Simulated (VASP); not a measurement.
# I (I4/mmm) in VASP: a series of runs, part 2 of 2

VASP 6.6.1. Earlier steps stand in the parts before.

## (3) Single point, LDA

This run uses another cell than the first one, of the same volume but with other edges.

INCAR reads:

```
SYSTEM = I
ALGO     = Normal         ! electronic algorithm
EDIFF    = 1E-6           ! SCF threshold, eV
ENCUT    = 520            ! plane-wave cutoff, eV
ISIF     = 2              ! what is computed and relaxed
ISMEAR   = 0              ! smearing method
LASPH    = .TRUE.         ! aspherical terms in the spheres
LCHARG   = .FALSE.        ! write CHGCAR
LREAL    = .FALSE.        ! projectors in reciprocal space
LWAVE    = .FALSE.        ! write WAVECAR
NBANDS   = 10             ! bands
NELM     = 100            ! most SCF steps
PREC     = Accurate       ! precision mode
SIGMA    = 0.15           ! smearing width, eV
```

KPOINTS reads:

```
k-points
0
G
  22 22 22
  0 0 0
```

POSCAR reads:

```
I
1.0
   -1.7074952337      1.7074952337      3.8268852028
    1.7074952337     -1.7074952337      3.8268852028
    1.7074952337      1.7074952337     -3.8268852028
I
1
Direct
    0.0000000000      0.0000000000      0.0000000000
```

Potentials or basis: VASP PAW LDA potentials, release 64 (I).

Launch:

```sh
$ cat potpaw_LDA.64/I/POTCAR > POTCAR
$ mpirun -np 1 vasp_std > vasp.out
```

OUTCAR:

```text
SYSTEM = I
   EDIFF = 1E-6
   ENCUT = 520
   ISIF = 2
   ISMEAR = 0
   LASPH = .TRUE.
   LREAL = .FALSE.
   NELM = 100
   PREC = Accurate

 ion  position               nearest neighbor table
   1  0.000  0.000  0.000-

  LATTYP: Found a body centered tetragonal cell.
 ALAT       =     3.4149904674
 C/A-ratio  =     2.2412274584

  Lattice vectors:

 A1 = (  -1.7074952337,   1.7074952337,   3.8268852028)
 A2 = (   1.7074952337,  -1.7074952337,   3.8268852028)
 A3 = (   1.7074952337,   1.7074952337,  -3.8268852028)

Analysis of symmetry for initial positions (statically):
=====================================================================
 Subroutine PRICEL returns:
 Original cell was already a primitive cell.

 Routine SETGRP: Setting up the symmetry group for a
 body centered tetragonal supercell.

 Subroutine GETGRP returns: Found 16 space group operations
 (whereof 16 operations were pure point group operations)
 out of a pool of 16 trial point group operations.

The static configuration has the point symmetry D_4h.

Analysis of symmetry for dynamics (positions and initial velocities):
=====================================================================
 Subroutine PRICEL returns:
 Original cell was already a primitive cell.

 Routine SETGRP: Setting up the symmetry group for a
 body centered tetragonal supercell.

 Subroutine GETGRP returns: Found 16 space group operations
 (whereof 16 operations were pure point group operations)
 out of a pool of 16 trial point group operations.

The dynamic configuration has the point symmetry D_4h.

 Subroutine INISYM returns: Found 16 space group operations
 (whereof 16 operations are pure point group operations),
 and found     1 'primitive' translations

----------------------------------------------------------------------------------------

                                     Primitive cell
[... 112 lines left out ...]
  Thomas-Fermi vector in A             =   2.003566
   LORBIT       =      0    0 simple, 1 ext, 2 COOP (PROOUT), +10 PAW based schemes
   GGA     = CA    functional components
   LHFCALC =     F    Hartree Fock is set to
   AEXX    =    0.0000 exact exchange contribution
   IVDW    =     0    specifies the selected vdW correction
   LEPSILON=     F    determine dielectric tensor
   LRPA    =     F    only Hartree local field effects (RPA)
 non-spin polarized calculation
 Gauss-broadening in eV      SIGMA  =   0.15
  energy-cutoff  :      520.00
  volume of cell :       44.63
 maximum number of plane-waves:      1223
 NGX is ok and might be reduce to    36

 number of electron       7.0000000 magnetization

 Free energy of the ion-electron system (eV)
  ---------------------------------------------------
  ext. energy  EPLUGINS =         0.00000000
  ---------------------------------------------------
  free energy    TOTEN  =        -1.78376058 eV

  energy without entropy =       -1.77655709  energy(sigma->0) =       -1.78015884

 E-fermi :   2.0088     XC(G=0):  -8.2645

 val. band max:        2.0015710173   @ k =  -0.3636  -0.3636   0.2727
 cond. band min:       2.0112630005   @ k =  -0.2727  -0.3182   0.2273
 fundamental gap:      0.0096919832
 Fermi energy:         2.0088045732

 k-point     1 :       0.0000    0.0000    0.0000
  band No.  band energies     occupation
      1     -10.9447      2.00000
      2       1.0036      2.00000
      3       2.7340      0.00000
      4       2.7340      0.00000
      5       6.9531      0.00000
      6       9.8709      0.00000
      7      10.1978      0.00000
      8      13.6773      0.00000
      9      13.6773      0.00000
     10      14.0998      0.00000
[... 287 lines left out ...]
 k-point    24 :      -0.4545    0.0455   -0.0000
  band No.  band energies     occupation
      1      -9.9213      2.00000
      2      -1.9849      2.00000
      3       0.8853      2.00000
      4       3.1458      0.00000
      5       7.3748      0.00000
      6      11.2114      0.00000
      7      12.0242      0.00000
      8      12.9810      0.00000
      9      14.8246      0.00000
     10      15.5890      0.00000

 [... further k-points ...]

------------------------ aborting loop because EDIFF is reached ----------------------------------------

  FORCE on cell =-STRESS in cart. coord.  units (eV):
  Direction    XX          YY          ZZ          XY          YZ          ZX
  --------------------------------------------------------------------------------------
  -------------------------------------------------------------------------------------
  Total       -1.8782831     -1.8782831     -0.2386386      0.0000000     -0.0000000      0.0000000
  in kB      -67.4290771    -67.4290771     -8.5669626      0.0000000     -0.0000000      0.0000000
  external PRESSURE =     -47.8083723 kB  Pullay stress =       0.0000000 kB

 VOLUME and BASIS-vectors are now :
 -----------------------------------------------------------------------------
  energy-cutoff  :      520.00
  volume of cell :       44.63
      direct lattice vectors                 reciprocal lattice vectors
    -1.707495234  1.707495234  3.826885203     0.000000000  0.292826586  0.130654559
     1.707495234 -1.707495234  3.826885203     0.292826586  0.000000000  0.130654559
     1.707495234  1.707495234 -3.826885203     0.292826586  0.292826586  0.000000000

 POSITION                                       TOTAL-FORCE (eV/Angst)
 -----------------------------------------------------------------------------------
      0.00000      0.00000      0.00000         0.000000      0.000000     -0.000000
 -----------------------------------------------------------------------------------
    total drift:                               -0.000000      0.000000      0.000000

  FREE ENERGIE OF THE ION-ELECTRON SYSTEM (eV)
  ---------------------------------------------------
  free  energy   TOTEN  =        -1.7837605849 eV

  energy  without entropy=       -1.7765570899  energy(sigma->0) =       -1.78015884
```

OSZICAR:

```text
N       E                     dE             d eps       ncg     rms          rms(c)
DAV:   1     0.201335250727E+02    0.20134E+02   -0.23604E+03 16704   0.484E+02
DAV:   2    -0.817772275684E+00   -0.20951E+02   -0.20360E+02 21414   0.801E+01
DAV:   3    -0.182007972823E+01   -0.10023E+01   -0.99347E+00 20710   0.180E+01
DAV:   4    -0.183037634849E+01   -0.10297E-01   -0.10295E-01 21024   0.227E+00
DAV:   5    -0.183053895347E+01   -0.16260E-03   -0.16260E-03 21178   0.265E-01    0.334E+00
DAV:   6    -0.179709607211E+01    0.33443E-01   -0.25867E-02 18648   0.730E-01    0.205E+00
DAV:   7    -0.178383772502E+01    0.13258E-01   -0.45426E-02 18408   0.985E-01    0.257E-01
DAV:   8    -0.178376628639E+01    0.71439E-04   -0.17412E-03 18418   0.255E-01    0.293E-02
DAV:   9    -0.178376089400E+01    0.53924E-05   -0.37800E-05 20104   0.382E-02    0.180E-02
DAV:  10    -0.178376058490E+01    0.30910E-06   -0.23391E-06 20392   0.861E-03
   1 F= -.17837606E+01 E0= -.17801588E+01  d E =-.720350E-02
```

stdout:

```text
POSCAR found type information on POSCAR I
 POSCAR found :  1 types and       1 ions
 scaLAPACK will be used
 LDA part: xc-table for (Slater(with rela. corr.)+CA(PZ))
 , standard interpolation
 POSCAR, INCAR and KPOINTS ok, starting setup
 FFT: planning ... GRIDC
 FFT: planning ... GRID_SOFT
 FFT: planning ... GRID
 WAVECAR not read
 entering main loop
```

It took 2.1 min on 1 thread of Intel Xeon 6975P-C (Granite Rapids), shared host; peak memory 0.44 GiB.

Results:

* Free energy: -1.7838 eV
* Pressure: -4.8 GPa

Stress tensor (GPa, compression positive):
```
-6.74  0.00  0.00
 0.00 -6.74  0.00
 0.00  0.00 -0.86
```

Levels at points of the mesh, in eV from the Fermi level:
```tsv
k point	band 1	band 2	band 3	band 4	band 5	band 6	band 7	band 8	band 9
(0.00, 0.00, 0.00)	-12.95	-1.01	0.73	0.73	4.94	7.86	8.19	11.67	11.67
(0.50, 0.00, 0.00)	-11.91	-4.09	-1.16	1.29	5.28	9.07	10.68	11.34	12.39
(0.50, 0.50, 0.00)	-11.03	-3.28	-2.88	-0.40	4.55	6.33	10.74	10.88	11.74
(0.50, 0.50, 0.50)	-12.68	-3.25	0.47	0.47	6.81	7.13	10.75	15.11	15.11
```

Caveat: spin-orbit coupling is left out, which moves the levels of the heavy elements; an odd number of electrons without spin polarisation forces a metal; a magnetic or distorted state may lie lower.

## (4) Single point, LDA

This run uses another cell than the first one, of the same volume but with other edges.

INCAR reads:

```
SYSTEM = I
PREC = Accurate ; ENCUT = 520
EDIFF = 1E-7 ; ISMEAR = 0
SIGMA = 0.15 ; LREAL = .False.
LASPH = .True. ; NELM = 100
ALGO = Normal ; ISIF = 2
LWAVE = .False. ; LCHARG = .True.
GGA = CA ; LELF = .True.
LVHAR = .True. ; NBANDS = 10
```

KPOINTS reads:

```
regular mesh
0
Gamma
  22 22 22
  0 0 0
```

POSCAR reads:

```
I
1.0
   -1.5220843711      1.5220843711      4.8160055811
    1.5220843711     -1.5220843711      4.8160055811
    1.5220843711      1.5220843711     -4.8160055811
I
1
Direct
    0.0000000000      0.0000000000      0.0000000000
```

Launch:

```sh
$ cat potpaw_LDA.64/I/POTCAR > POTCAR
$ mpirun -np 1 vasp_std > vasp.out
```

Run time: 3.9 min. Hardware: 1 thread of Intel Xeon 6975P-C (Granite Rapids), shared host; peak memory 0.47 GiB.

Results (log left out):

| Quantity | Value |
| --- | --- |
| Free energy | -1.8435 eV |
| Pressure | 3.1 GPa |

Stress tensor (GPa, compression positive):
```
 5.13  0.00  0.00
 0.00  5.13  0.00
 0.00  0.00 -0.82
```

Levels at points of the mesh, in eV from the Fermi level:
| k point | band 1 | band 2 | band 3 | band 4 | band 5 | band 6 | band 7 | band 8 |
| --- | --- | --- | --- | --- | --- | --- | --- | --- |
| (0.00, 0.00, 0.00) | -15.01 | -3.77 | 1.00 | 1.00 | 2.75 | 6.91 | 8.08 | 12.60 |
| (0.50, 0.00, 0.00) | -13.12 | -6.56 | -2.35 | 2.38 | 3.99 | 8.22 | 8.59 | 10.03 |
| (0.50, 0.50, 0.00) | -11.18 | -5.00 | -4.95 | -0.72 | 2.90 | 6.33 | 7.86 | 9.28 |
| (0.50, 0.50, 0.50) | -14.97 | -4.52 | 0.97 | 0.97 | 6.73 | 6.81 | 7.85 | 8.75 |

Caveat: spin-orbit coupling is left out, which moves the levels of the heavy elements; an odd number of electrons without spin polarisation forces a metal; a magnetic or distorted state may lie lower.

## (5) Summary

```tsv
cell	gap on the mesh (eV)	pressure (GPa)
a = 4.670 Å, angles 138.3, 138.3, 60.5°, 1 atom	none	-3.8
a = 4.525 Å, angles 135.7, 135.7, 64.5°, 1 atom	none	-4.8
a = 5.275 Å, angles 146.5, 146.5, 48.2°, 1 atom	none	3.1
```

Alike in all rows: task single point; level LDA; potentials or basis VASP PAW LDA potentials, release 64 (I); no spin polarisation; k mesh 22 × 22 × 22; cutoff (eV) 520; smearing gaussian 0.15 eV.

Caveats: spin-orbit coupling is left out, which moves the levels of the heavy elements; an odd number of electrons without spin polarisation forces a metal; a magnetic or distorted state may lie lower.

Total energies depend on the potentials used, so only differences within one code and one set of settings carry meaning.
